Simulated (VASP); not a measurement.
# SnO in VASP: single point with PBE+D3(BJ)

Aim: the single point of SnO with PBE+D3(BJ).

Everything below comes from runs of VASP 6.6.1. Logs are shortened: lines on timing, memory, paths and dates and some standing lists are left out, and cuts for length are marked.

### 1 The cell of the first run

The cell holds a slab with vacuum, 8 atoms: a = 3.820 Å, b = 3.820 Å, c = 22.226 Å, α = 90.00°, β = 90.00°, γ = 90.00°.

### 2 Single point, PBE+D3(BJ) (layers slid over each other)

Contents of INCAR:

```
PREC     = Accurate       # precision mode
ENCUT    = 520            # plane-wave cutoff, eV
EDIFF    = 1E-6           # SCF threshold, eV
ISMEAR   = 0              # smearing method
SIGMA    = 0.05           # smearing width, eV
LREAL    = F              # projectors in reciprocal space
LASPH    = T              # aspherical terms in the spheres
NELM     = 80             # most SCF steps
ALGO     = Normal         # electronic algorithm
ISIF     = 2              # what is computed and relaxed
LWAVE    = F              # write WAVECAR
LCHARG   = F              # write CHGCAR
LDIPOL   = T            
IDIPOL   = 3            
DIPOL    = 0.5 0.5 0.408
GGA      = PE             # functional
IVDW     = 12             # dispersion correction
NBANDS   = 50             # bands
```

Contents of KPOINTS:

```
Automatic mesh
0
Gamma
  7 7 1
```

Contents of POSCAR:

```
SnO
1.0
    3.8201708766      0.0000000000      0.0000000000
    0.0000000000      3.8201708766      0.0000000000
    0.0000000000      0.0000000000     22.2260720666
Sn O
4 4
Direct
    0.5000000000      0.0000000000      0.2024649244
    0.0000000000      0.5000000000      0.3087831270
    0.2500000000      0.7500000000      0.5067488308
    0.7500000000      0.2500000000      0.6130670334
    0.0000000000      0.0000000000      0.2556240257
    0.5000000000      0.5000000000      0.2556240257
    0.7500000000      0.7500000000      0.5599079321
    0.2500000000      0.2500000000      0.5599079321
```

Potentials or basis: VASP PAW PBE potentials, release 64 (Sn_d, O).

Command:

```bash
$ cat potpaw_PBE.64/Sn_d/POTCAR potpaw_PBE.64/O/POTCAR > POTCAR
$ mpirun -np 1 vasp_std > vasp.out
```

OUTCAR:

```text
PREC = Accurate
   ENCUT = 520
   EDIFF = 1E-6
   ISMEAR = 0
   LREAL = F
   LASPH = T
   NELM = 80
   ISIF = 2
   GGA = PE
   IVDW = 12
 IVDW          = 12

 ion  position               nearest neighbor table
   1  0.500  0.000  0.202-   5 2.25   6 2.25   6 2.25   5 2.25   2 3.59   2 3.59   2 3.59   2 3.59

   2  0.000  0.500  0.309-   5 2.25   6 2.25   5 2.25   6 2.25   1 3.59   1 3.59   1 3.59   1 3.59

   3  0.250  0.750  0.507-   7 2.25   8 2.25   8 2.25   7 2.25   4 3.59   4 3.59   4 3.59   4 3.59

   4  0.750  0.250  0.613-   7 2.25   8 2.25   7 2.25   8 2.25   3 3.59   3 3.59   3 3.59   3 3.59

   5  0.000  0.000  0.256-   2 2.25   2 2.25   1 2.25   1 2.25
   6  0.500  0.500  0.256-   2 2.25   2 2.25   1 2.25   1 2.25
   7  0.750  0.750  0.560-   4 2.25   4 2.25   3 2.25   3 2.25
   8  0.250  0.250  0.560-   4 2.25   4 2.25   3 2.25   3 2.25

  LATTYP: Found a simple tetragonal cell.
 ALAT       =     3.8201708766
 C/A-ratio  =     5.8180832179

  Lattice vectors:

 A1 = (   3.8201708766,   0.0000000000,   0.0000000000)
 A2 = (   0.0000000000,   3.8201708766,   0.0000000000)
 A3 = (   0.0000000000,   0.0000000000,  22.2260720666)

Analysis of symmetry for initial positions (statically):
=====================================================================
 Subroutine PRICEL returns:
 Original cell was already a primitive cell.

 Routine SETGRP: Setting up the symmetry group for a
 simple tetragonal supercell.

 Subroutine GETGRP returns: Found  4 space group operations
 (whereof  1 operations were pure point group operations)
 out of a pool of 16 trial point group operations.

The static configuration has the point symmetry C_1 .
 The point group associated with its full space group is C_2h.

Analysis of symmetry for dynamics (positions and initial velocities):
=====================================================================
 Subroutine PRICEL returns:
 Original cell was already a primitive cell.

 Routine SETGRP: Setting up the symmetry group for a
 simple tetragonal supercell.

 Subroutine GETGRP returns: Found  4 space group operations
 (whereof  1 operations were pure point group operations)
 out of a pool of 16 trial point group operations.

The dynamic configuration has the point symmetry C_1 .
 The point group associated with its full space group is C_2h.

 Subroutine INISYM returns: Found  4 space group operations
 (whereof  1 operations are pure point group operations),
 and found     1 'primitive' translations

----------------------------------------------------------------------------------------

                                     Primitive cell

  volume of cell :     324.3608

  direct lattice vectors                    reciprocal lattice vectors
     3.820170877  0.000000000  0.000000000     0.261768395  0.000000000  0.000000000
     0.000000000  3.820170877  0.000000000     0.000000000  0.261768395  0.000000000
     0.000000000  0.000000000 22.226072067     0.000000000  0.000000000  0.044992205

  length of vectors
     3.820170877  3.820170877 22.226072067     0.261768395  0.261768395  0.044992205

  position of ions in fractional coordinates (direct lattice)
     0.500000000  0.000000000  0.202464924
     0.000000000  0.500000000  0.308783127
     0.250000000  0.750000000  0.506748831
     0.750000000  0.250000000  0.613067033
     0.000000000  0.000000000  0.255624026
     0.500000000  0.500000000  0.255624026
     0.750000000  0.750000000  0.559907932
     0.250000000  0.250000000  0.559907932

  ion indices of the primitive-cell ions
   primitive index   ion index
                 1           1
                 2           2
                 3           3
                 4           4
                 5           5
                 6           6
                 7           7
                 8           8

----------------------------------------------------------------------------------------

 KPOINTS: Automatic mesh

Automatic generation of k-mesh.
 Grid dimensions read from file:
 generate k-points for:    7    7    1

 Generating k-lattice:

  Cartesian coordinates                     Fractional coordinates (reciprocal lattice)
     0.037395485  0.000000000  0.000000000     0.142857143  0.000000000  0.000000000
     0.000000000  0.037395485  0.000000000     0.000000000  0.142857143  0.000000000
     0.000000000  0.000000000  0.044992205     0.000000000  0.000000000  1.000000000

  Length of vectors
     0.037395485  0.037395485  0.044992205

  Shift w.r.t. Gamma in fractional coordinates (k-lattice)
     0.000000000  0.000000000  0.000000000

 Subroutine IBZKPT returns following result:
 ===========================================

 Found     16 irreducible k-points:

 Following reciprocal coordinates:
            Coordinates               Weight
  0.000000  0.000000  0.000000      1.000000
  0.142857  0.000000  0.000000      4.000000
  0.285714  0.000000  0.000000      4.000000
  0.428571  0.000000  0.000000      4.000000
  0.142857  0.142857  0.000000      2.000000
 -0.142857  0.142857  0.000000      2.000000
[... 8 lines left out ...]
  0.428571  0.428571  0.000000      2.000000
 -0.428571  0.428571  0.000000      2.000000
   k-points           NKPTS =     16   k-points in BZ     NKDIM =     16   number of bands    NBANDS=     50
   number of dos      NEDOS =    301   number of ions     NIONS =      8
   total plane-waves  NPLWV = 131712
   dimension x,y,z NGX =    28 NGY =   28 NGZ =  168
   dimension x,y,z NGXF=    56 NGYF=   56 NGZF=  336
   ions per type =               4   4
   NGX,Y,Z   is equivalent  to a cutoff of  12.19, 12.19, 12.57 a.u.
   NGXF,Y,Z  is equivalent  to a cutoff of  24.37, 24.37, 25.13 a.u.
 SYSTEM =  unknown system
   PREC   = accura    normal or accurate (medium, high low for compatibility)
   ISTART =      0    job   : 0-new  1-cont  2-samecut
   ICHARG =      2    charge: 1-file 2-atom 10-const
   ISPIN  =      1    spin polarized calculation?
   LNONCOLLINEAR =      F non collinear calculations
   LSORBIT =      F    spin-orbit coupling
   LASPH  =      T    aspherical Exc in radial PAW
   ENCUT  =  520.0 eV  38.22 Ry    6.18 a.u.   7.10  7.10 41.33*2*pi/ulx,y,z
   NELM   =     80;   NELMIN=  2; NELMDL= -5     # of ELM steps
   EDIFF  = 0.1E-05   stopping-criterion for ELM
   LREAL  =      F    real-space projection
   EDIFFG = 0.1E-04   stopping-criterion for IOM
   NSW    =      0    number of steps for IOM
   IBRION =     -1    ionic relax: 0-MD 1-quasi-New 2-CG
   NFREE  =      0    steps in history (QN), initial steepest desc. (CG)
   ISIF   =      2    stress and relaxation
   ISYM   =      2    0-nonsym 1-usesym 2-fastsym
   POTIM  = 0.5000    time-step for ionic-motion
   TEBEG  =    0.0;   TEEND  =   0.0 temperature during run
   PSTRESS=    0.0 pullay stress
   NELECT =      80.0000    total number of electrons
   NUPDOWN=      -1.0000    fix difference up-down
   EMIN   =  10.00;   EMAX   =-10.00  energy-range for DOS
   EFERMI =   0.00;   METHOD = LEGACY
   ISMEAR =     0;   SIGMA  =   0.05  broadening in eV -4-tet -1-fermi 0-gaus
   EFERMI_NEDOS =   21; number of points for ismear=-14 and -15
   IALGO  =     38    algorithm
   IMIX   =      4    mixing-type and parameters
     AMIX     =   0.40;   BMIX     =  1.00
     AMIX_MAG =   1.60;   BMIX_MAG =  1.00
  volume/ion in A,a.u.               =      40.55       273.61
  Fermi-wavevector in a.u.,A,eV,Ry     =   1.026665  1.940115 14.341097  1.054041
  Thomas-Fermi vector in A             =   2.160570
   LORBIT       =      0    0 simple, 1 ext, 2 COOP (PROOUT), +10 PAW based schemes
   GGA     = PE    functional components
   LHFCALC =     F    Hartree Fock is set to
   AEXX    =    0.0000 exact exchange contribution
   IVDW    =    12    specifies the selected vdW correction
   LEPSILON=     F    determine dielectric tensor
   LRPA    =     F    only Hartree local field effects (RPA)
 non-spin polarized calculation
 Gauss-broadening in eV      SIGMA  =   0.05
  energy-cutoff  :      520.00
  volume of cell :      324.36
 maximum number of plane-waves:      8769
   NGX = 15   NGY = 15   NGZ = 83

 dipolmoment           0.000000      0.000000      0.000004 electrons x Angstroem

 number of electron      79.9999970 magnetization

 dipolmoment           0.000000      0.000000     -0.000000 electrons x Angstroem

 Free energy of the ion-electron system (eV)
  ---------------------------------------------------
  ext. energy  EPLUGINS =         0.00000000
  ---------------------------------------------------
  free energy    TOTEN  =       -45.16912118 eV

  energy without entropy =      -45.16912118  energy(sigma->0) =      -45.16912118

 E-fermi :   0.0227     XC(G=0):  -5.3442

 val. band max:       -0.2541181001   @ k =  -0.1429   0.1429   0.0000
 cond. band min:       2.3287168964   @ k =   0.0000   0.0000   0.0000
 fundamental gap:      2.5828349965
 Fermi energy:         0.0226682187

 k-point     1 :       0.0000    0.0000    0.0000
  band No.  band energies     occupation
      1     -21.0534      2.00000
      2     -21.0533      2.00000
      3     -20.6927      2.00000
      4     -20.6927      2.00000
      5     -20.6548      2.00000
      6     -20.6548      2.00000
[... 42 lines left out ...]
     49       5.1459      0.00000
     50       5.2114      0.00000

 k-point     2 :       0.1429    0.0000    0.0000
  band No.  band energies     occupation
      1     -21.0444      2.00000
      2     -21.0444      2.00000
      3     -20.6933      2.00000
      4     -20.6933      2.00000
      5     -20.6566      2.00000
      6     -20.6566      2.00000
[... 42 lines left out ...]
     49       5.3213      0.00000
     50       5.4910      0.00000

 k-point     3 :       0.2857    0.0000    0.0000
  band No.  band energies     occupation
      1     -21.0194      2.00000
      2     -21.0194      2.00000
      3     -20.7897      2.00000
      4     -20.7896      2.00000
      5     -20.6609      2.00000
      6     -20.6609      2.00000
[... 42 lines left out ...]
     49       5.6053      0.00000
     50       5.8181      0.00000

 k-point     4 :       0.4286    0.0000    0.0000
  band No.  band energies     occupation
      1     -20.9756      2.00000
      2     -20.9755      2.00000
      3     -20.9008      2.00000
      4     -20.9007      2.00000
      5     -20.6639      2.00000
      6     -20.6639      2.00000
[... 575 lines left out ...]
 k-point    15 :       0.4286    0.4286    0.0000
  band No.  band energies     occupation
      1     -20.9942      2.00000
      2     -20.9940      2.00000
      3     -20.9802      2.00000
      4     -20.9801      2.00000
      5     -20.6596      2.00000
      6     -20.6595      2.00000
[... 42 lines left out ...]
     49       5.9831      0.00000
     50       6.3597      0.00000

 k-point    16 :      -0.4286    0.4286    0.0000
  band No.  band energies     occupation
      1     -20.9941      2.00000
      2     -20.9940      2.00000
      3     -20.9803      2.00000
      4     -20.9800      2.00000
      5     -20.6596      2.00000
      6     -20.6596      2.00000
[... 42 lines left out ...]
     49       5.9786      0.00000
     50       6.4401      0.00000

------------------------ aborting loop because EDIFF is reached ----------------------------------------

 vacuum level on the upper side and lower side of the slab       (xc-potential included)        -0.190        -0.190

 Edisp (eV)   -1.22222

 E8    (eV) :    -0.5403

  FORCE on cell =-STRESS in cart. coord.  units (eV):
  Direction    XX          YY          ZZ          XY          YZ          ZX
  --------------------------------------------------------------------------------------
  -------------------------------------------------------------------------------------
  Total       0.17101     0.17101    -0.07765     0.01602     0.12302     0.12302
  in kB       0.84469     0.84469    -0.38354     0.07915     0.60767     0.60767
  external pressure =        0.44 kB  Pullay stress =        0.00 kB

 VOLUME and BASIS-vectors are now :
 -----------------------------------------------------------------------------
  energy-cutoff  :      520.00
  volume of cell :      324.36
      direct lattice vectors                 reciprocal lattice vectors
     3.820170877  0.000000000  0.000000000     0.261768395  0.000000000  0.000000000
     0.000000000  3.820170877  0.000000000     0.000000000  0.261768395  0.000000000
     0.000000000  0.000000000 22.226072067     0.000000000  0.000000000  0.044992205

 POSITION                                       TOTAL-FORCE (eV/Angst)
 -----------------------------------------------------------------------------------
      1.91009      0.00000      4.50000        -0.002341     -0.002341     -0.084052
      0.00000      1.91009      6.86304        -0.010701     -0.010701      0.139484
      0.95504      2.86513     11.26304         0.010701      0.010701     -0.139484
      2.86513      0.95504     13.62607         0.002341      0.002341      0.084052
      0.00000      0.00000      5.68152         0.004707     -0.012705      0.005360
      1.91009      1.91009      5.68152        -0.012705      0.004707      0.005360
      2.86513      2.86513     12.44455         0.012705     -0.004707     -0.005360
      0.95504      0.95504     12.44455        -0.004707      0.012705     -0.005360
 -----------------------------------------------------------------------------------
    total drift:                               -0.000000     -0.000000     -0.000004

  FREE ENERGIE OF THE ION-ELECTRON SYSTEM (eV)
  ---------------------------------------------------
  free  energy   TOTEN  =       -46.3913378841 eV

  energy  without entropy=      -46.3913378841  energy(sigma->0) =      -46.39133788

 vacuum level on the upper side and lower side of the slab         4.795         4.795
```

Run time: 7.5 min. Hardware: 1 thread of Intel Xeon Platinum 8488C (Sapphire Rapids), shared host; peak memory 0.45 GiB.

Results:

```
Free energy                : -46.3913 eV
Largest force              : 0.140 eV/Å
Band gap on the k mesh     : 2.58 eV (least direct gap 2.61 eV)
Dispersion energy per atom : -0.153 eV
```

Forces on the atoms (eV/Å):
```
Sn  -0.002 -0.002 -0.084
Sn  -0.011 -0.011  0.139
Sn   0.011  0.011 -0.139
Sn   0.002  0.002  0.084
O    0.005 -0.013  0.005
O   -0.013  0.005  0.005
O    0.013 -0.005 -0.005
O   -0.005  0.013 -0.005
```

Levels at points of the mesh, in eV from the valence-band top:
```tsv
k point	band 38	band 39	band 40	band 41	band 42	band 43
(0.00, 0.00, 0.00)	-1.89	-0.50	-0.03	2.58	2.92	2.92
```

Caveat: the cell differs from its parent crystal (layers slid over each other); spin-orbit coupling is left out, which moves the levels of the heavy elements.
